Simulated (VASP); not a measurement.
# Sc (Fm-3m) in VASP: further runs

Sc is run at these levels: r2SCAN+D4, PBE+U; tasks: electric field gradients, single point, relaxation of cell and atoms.

All numbers are computed with VASP 6.6.1; they aren't measurements. Logs are shortened: lines on timing, memory, paths and dates and some standing lists are left out, and cuts for length are marked.

## (1) The cell of the first run

Symmetry: Fm-3m, No. 225, cubic system. The conventional cell has a = 4.869 Å, b = 4.869 Å, c = 4.869 Å, α = 90.00°, β = 90.00°, γ = 90.00°. Within 4.5 Å of Sc (site symmetry m-3m) lie 12 Sc at 3.44 Å.

## (2) Electric field gradients, r2SCAN+D4

Contents of POSCAR:

```
Sc
1.0
    0.0000000000      2.4345111997      2.4345111997
    2.4345111997      0.0000000000      2.4345111997
    2.4345111997      2.4345111997      0.0000000000
Sc
1
Direct
    0.0000000000      0.0000000000      0.0000000000
```

Contents of INCAR.step1:

```
  PREC = Accurate
  ENCUT = 520
  ISMEAR = -1
  SIGMA = 0.15
  LREAL = F
  LASPH = T
  NELM = 100
  NBANDS = 12
  GGA = PE
  ALGO = Normal
  EDIFF = 1E-4
  LWAVE = T
  LCHARG = F
```

Contents of INCAR.step2:

```
  PREC = Accurate
  ENCUT = 520
  EDIFF = 1E-8
  ISMEAR = -1
  SIGMA = 0.15
  LREAL = F
  LASPH = T
  NELM = 100
  ALGO = Normal
  ISIF = 2
  LWAVE = F
  LCHARG = F
  METAGGA = R2SCAN
  LMIXTAU = T
  IVDW = 13
  VDW_S6 = 1.0
  VDW_S8 = 0.6018749
  VDW_A1 = 0.51559235
  VDW_A2 = 5.77342911
  LEFG = T
  NBANDS = 12
  ISTART = 1
```

Contents of KPOINTS:

```
regular mesh
0
Gamma
  10 10 10
```

Potentials or basis: VASP PAW PBE potentials, release 64 (Sc_sv).

Started as:

```
cat potpaw_PBE.64/Sc_sv/POTCAR > POTCAR
cp INCAR.step1 INCAR
mpirun -np 1 vasp_std > vasp.out
cp INCAR.step2 INCAR
mpirun -np 1 vasp_std > vasp.out
```

OUTCAR:

```text
PREC = Accurate
   ENCUT = 520
   EDIFF = 1E-8
   ISMEAR = -1
   LREAL = F
   LASPH = T
   NELM = 100
   ISIF = 2
   METAGGA = R2SCAN
   IVDW = 13
   ISTART = 1

 ion  position               nearest neighbor table
   1  0.000  0.000  0.000-

  LATTYP: Found a face centered cubic cell.
 ALAT       =     4.8690223994

  Lattice vectors:

 A1 = (   0.0000000000,   2.4345111997,   2.4345111997)
 A2 = (   2.4345111997,   0.0000000000,   2.4345111997)
 A3 = (   2.4345111997,   2.4345111997,   0.0000000000)

Analysis of symmetry for initial positions (statically):
=====================================================================
 Subroutine PRICEL returns:
 Original cell was already a primitive cell.

 Routine SETGRP: Setting up the symmetry group for a
 face centered cubic supercell.

 Subroutine GETGRP returns: Found 48 space group operations
 (whereof 48 operations were pure point group operations)
 out of a pool of 48 trial point group operations.

The static configuration has the point symmetry O_h .

Analysis of symmetry for dynamics (positions and initial velocities):
=====================================================================
 Subroutine PRICEL returns:
 Original cell was already a primitive cell.

 Routine SETGRP: Setting up the symmetry group for a
 face centered cubic supercell.

 Subroutine GETGRP returns: Found 48 space group operations
 (whereof 48 operations were pure point group operations)
 out of a pool of 48 trial point group operations.

The dynamic configuration has the point symmetry O_h .

 Subroutine INISYM returns: Found 48 space group operations
 (whereof 48 operations are pure point group operations),
 and found     1 'primitive' translations

----------------------------------------------------------------------------------------

                                     Primitive cell

  volume of cell :      28.8579

  direct lattice vectors                    reciprocal lattice vectors
     0.000000000  2.434511200  2.434511200    -0.205380037  0.205380037  0.205380037
     2.434511200  0.000000000  2.434511200     0.205380037 -0.205380037  0.205380037
     2.434511200  2.434511200  0.000000000     0.205380037  0.205380037 -0.205380037

  length of vectors
     3.442918756  3.442918756  3.442918756     0.355728659  0.355728659  0.355728659

  position of ions in fractional coordinates (direct lattice)
     0.000000000  0.000000000  0.000000000

  ion indices of the primitive-cell ions
   primitive index   ion index
                 1           1

----------------------------------------------------------------------------------------

 KPOINTS: regular mesh

Automatic generation of k-mesh.
 Grid dimensions read from file:
 generate k-points for:   10   10   10

 Generating k-lattice:

  Cartesian coordinates                     Fractional coordinates (reciprocal lattice)
    -0.020538004  0.020538004  0.020538004     0.100000000  0.000000000  0.000000000
     0.020538004 -0.020538004  0.020538004     0.000000000  0.100000000  0.000000000
     0.020538004  0.020538004 -0.020538004     0.000000000  0.000000000  0.100000000

  Length of vectors
     0.035572866  0.035572866  0.035572866

  Shift w.r.t. Gamma in fractional coordinates (k-lattice)
     0.000000000  0.000000000  0.000000000

 Subroutine IBZKPT returns following result:
 ===========================================

 Found     47 irreducible k-points:

 Following reciprocal coordinates:
            Coordinates               Weight
  0.000000  0.000000  0.000000      1.000000
  0.100000  0.000000  0.000000      8.000000
  0.200000  0.000000  0.000000      8.000000
  0.300000  0.000000  0.000000      8.000000
  0.400000  0.000000  0.000000      8.000000
  0.500000  0.000000  0.000000      4.000000
[... 16 lines left out ...]
  0.300000  0.300000  0.000000      6.000000
  0.400000  0.300000  0.000000     24.000000
 [... further k-points ...]
   k-points           NKPTS =     47   k-points in BZ     NKDIM =     47   number of bands    NBANDS=     12
   number of dos      NEDOS =    301   number of ions     NIONS =      1
   total plane-waves  NPLWV =  21952
   dimension x,y,z NGX =    28 NGY =   28 NGZ =   28
   dimension x,y,z NGXF=    56 NGYF=   56 NGZF=   56
   ions per type =               1
   NGX,Y,Z   is equivalent  to a cutoff of  13.52, 13.52, 13.52 a.u.
   NGXF,Y,Z  is equivalent  to a cutoff of  27.04, 27.04, 27.04 a.u.
 SYSTEM =  unknown system
   PREC   = accura    normal or accurate (medium, high low for compatibility)
   ISTART =      1    job   : 0-new  1-cont  2-samecut
   ICHARG =      0    charge: 1-file 2-atom 10-const
   ISPIN  =      1    spin polarized calculation?
   LNONCOLLINEAR =      F non collinear calculations
   LSORBIT =      F    spin-orbit coupling
   LASPH  =      T    aspherical Exc in radial PAW
   ENCUT  =  520.0 eV  38.22 Ry    6.18 a.u.   6.40  6.40  6.40*2*pi/ulx,y,z
   NELM   =    100;   NELMIN=  2; NELMDL=  0     # of ELM steps
   EDIFF  = 0.1E-07   stopping-criterion for ELM
   LREAL  =      F    real-space projection
   EDIFFG = 0.1E-06   stopping-criterion for IOM
   NSW    =      0    number of steps for IOM
   IBRION =     -1    ionic relax: 0-MD 1-quasi-New 2-CG
   NFREE  =      0    steps in history (QN), initial steepest desc. (CG)
   ISIF   =      2    stress and relaxation
   ISYM   =      2    0-nonsym 1-usesym 2-fastsym
   POTIM  = 0.5000    time-step for ionic-motion
   TEBEG  =    0.0;   TEEND  =   0.0 temperature during run
   PSTRESS=    0.0 pullay stress
   NELECT =      11.0000    total number of electrons
   NUPDOWN=      -1.0000    fix difference up-down
   EMIN   =  10.00;   EMAX   =-10.00  energy-range for DOS
   EFERMI =   0.00;   METHOD = LEGACY
   ISMEAR =    -1;   SIGMA  =   0.15  broadening in eV -4-tet -1-fermi 0-gaus
   EFERMI_NEDOS =   21; number of points for ismear=-14 and -15
   IALGO  =     38    algorithm
   IMIX   =      4    mixing-type and parameters
     AMIX     =   0.40;   BMIX     =  1.00
     AMIX_MAG =   1.60;   BMIX_MAG =  1.00
  volume/ion in A,a.u.               =      28.86       194.74
  Fermi-wavevector in a.u.,A,eV,Ry     =   1.187000  2.243104 19.170178  1.408968
  Thomas-Fermi vector in A             =   2.323160
   LORBIT       =      0    0 simple, 1 ext, 2 COOP (PROOUT), +10 PAW based schemes
   METAGGA = R2SCAN    functional components
   LHFCALC =     F    Hartree Fock is set to
   AEXX    =    0.0000 exact exchange contribution
   IVDW    =    13    specifies the selected vdW correction
   LEPSILON=     F    determine dielectric tensor
   LRPA    =     F    only Hartree local field effects (RPA)
 non-spin polarized calculation
  energy-cutoff  :      520.00
  volume of cell :       28.86
 maximum number of plane-waves:       794
 NGX is ok and might be reduce to    28
   NGX = 13   NGY = 13   NGZ = 13

 number of electron      10.9999999 magnetization

 Free energy of the ion-electron system (eV)
  ---------------------------------------------------
  ext. energy  EPLUGINS =         0.00000000
  ---------------------------------------------------
  free energy    TOTEN  =       -11.29976584 eV

  energy without entropy =      -11.15518827  energy(sigma->0) =      -11.22747706

 E-fermi :   2.9242     XC(G=0):  -9.9532

 val. band max:        2.9041267114   @ k =   0.5000   0.3000   0.1000
 cond. band min:       2.9543088339   @ k =  -0.4000   0.4000   0.2000
 fundamental gap:      0.0501821225
 Fermi energy:         2.9241930960

 k-point     1 :       0.0000    0.0000    0.0000
  band No.  band energies     occupation
      1     -49.0954      2.00000
      2     -26.5936      2.00000
      3     -26.5936      2.00000
      4     -26.5936      2.00000
      5      -2.3454      2.00000
      6       4.4639      0.00007
      7       4.4639      0.00007
      8       4.4639      0.00007
      9       5.6593      0.00000
     10       5.6593      0.00000
     11      15.0792      0.00000
     12      18.1246      0.00000
[... 331 lines left out ...]
 k-point    24 :       0.4000    0.3000    0.0000
  band No.  band energies     occupation
      1     -49.0625      2.00000
      2     -26.7742      2.00000
      3     -26.6668      2.00000
      4     -26.6594      2.00000
      5       0.8465      2.00000
      6       2.8627      1.20202
      7       3.9730      0.00184
      8       5.6541      0.00000
      9       6.0636      0.00000
     10       6.3396      0.00000
     11      11.7124      0.00000
     12      12.7575      0.00000

 [... further k-points ...]

------------------------ aborting loop because EDIFF is reached ----------------------------------------

  DFT-D4 for vdW energy calculation

  Edisp (eV):   -0.07549

  FORCE on cell =-STRESS in cart. coord.  units (eV):
  Direction    XX          YY          ZZ          XY          YZ          ZX
  --------------------------------------------------------------------------------------
  -------------------------------------------------------------------------------------
  Total      -1.08387    -1.08387    -1.08387     0.00000     0.00000     0.00000
  in kB     -60.17602   -60.17602   -60.17602     0.00000     0.00000     0.00000
  external pressure =      -60.18 kB  Pullay stress =        0.00 kB

 VOLUME and BASIS-vectors are now :
 -----------------------------------------------------------------------------
  energy-cutoff  :      520.00
  volume of cell :       28.86
      direct lattice vectors                 reciprocal lattice vectors
     0.000000000  2.434511200  2.434511200    -0.205380037  0.205380037  0.205380037
     2.434511200  0.000000000  2.434511200     0.205380037 -0.205380037  0.205380037
     2.434511200  2.434511200  0.000000000     0.205380037  0.205380037 -0.205380037

 POSITION                                       TOTAL-FORCE (eV/Angst)
 -----------------------------------------------------------------------------------
      0.00000      0.00000      0.00000         0.000000      0.000000      0.000000
 -----------------------------------------------------------------------------------
    total drift:                               -0.000000      0.000000      0.000000

  FREE ENERGIE OF THE ION-ELECTRON SYSTEM (eV)
  ---------------------------------------------------
  free  energy   TOTEN  =       -11.3752508862 eV

  energy  without entropy=      -11.2306733130  energy(sigma->0) =      -11.30296210

 Electric field gradients (V/A^2)
---------------------------------------------------------------------
 ion       V_xx      V_yy      V_zz      V_xy      V_xz      V_yz
---------------------------------------------------------------------
   1       0.000    -0.000    -0.000    -0.001    -0.001    -0.001
---------------------------------------------------------------------

 Electric field gradients after diagonalization (V/A^2)
 (convention: |V_zz| > |V_xx| > |V_yy|)
----------------------------------------------------------------------
 ion       V_xx      V_yy      V_zz     asymmetry (V_yy - V_xx)/ V_zz
----------------------------------------------------------------------
   1       0.001     0.001    -0.001       0.000
----------------------------------------------------------------------

           NMR quadrupolar parameters

 Cq : quadrupolar parameter    Cq=e*Q*V_zz/h
 eta: asymmetry parameters     (V_yy - V_xx)/ V_zz
 Q  : nuclear electric quadrupole moment in mb (millibarn)
----------------------------------------------------------------------
 ion       Cq(MHz)       eta       Q (mb)
----------------------------------------------------------------------
   1      -0.000       0.000       1.000
----------------------------------------------------------------------
```

It took 68 s on 1 thread of AMD EPYC 9R45 (Zen 5), shared host; peak memory 0.14 GiB.

Results:

- Free energy: -11.3753 eV
- Pressure: -6.0 GPa
- Dispersion energy per atom: -0.075 eV

Caveat: without QUAD_EFG the Cq values of the log hold for a quadrupole moment of 1 mb, not for the nuclei; the PAW data sets were made with another functional, which shifts forces and pressure a little; pairwise dispersion overbinds metals, which lowers pressure and volume.

[end of part 1 of 2]
